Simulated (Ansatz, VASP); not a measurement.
# Y in VASP and in Ansatz

```
CELL_PARAMETERS angstrom
0.00000 2.51905 2.41828
2.51905 0.00000 2.41828
2.51905 2.51905 0.00000
ATOMIC_POSITIONS crystal
Y 0.00000 0.00000 0.00000
```

Alike in both runs: task single point; functional PBEsol; k mesh 18 × 18 × 18; occupations gaussian, width 0.15 eV; no spin polarisation.

|  | VASP | Ansatz |
| --- | --- | --- |
| version | VASP 6.6.1 | Ansatz 0.2.0 |
| potentials or method | VASP PAW PBE potentials, release 64 (Y_sv), cutoff 520 eV | scalar-relativistic, plane waves, PAW |
| valence electrons in the cell | 11 | 11 |

```csv
,VASP,Ansatz,Ansatz less VASP
gap on the k mesh at the Fermi level (eV),none,none,-
pressure (GPa),0.1,0.2,+0.14
"traceless stress, the component that is largest in VASP (GPa)",0.78,0.77,-0.008
```

VASP's potentials were made for PBE, not for PBEsol. A gap of «none» marks a metal or a gap that the smearing closes.
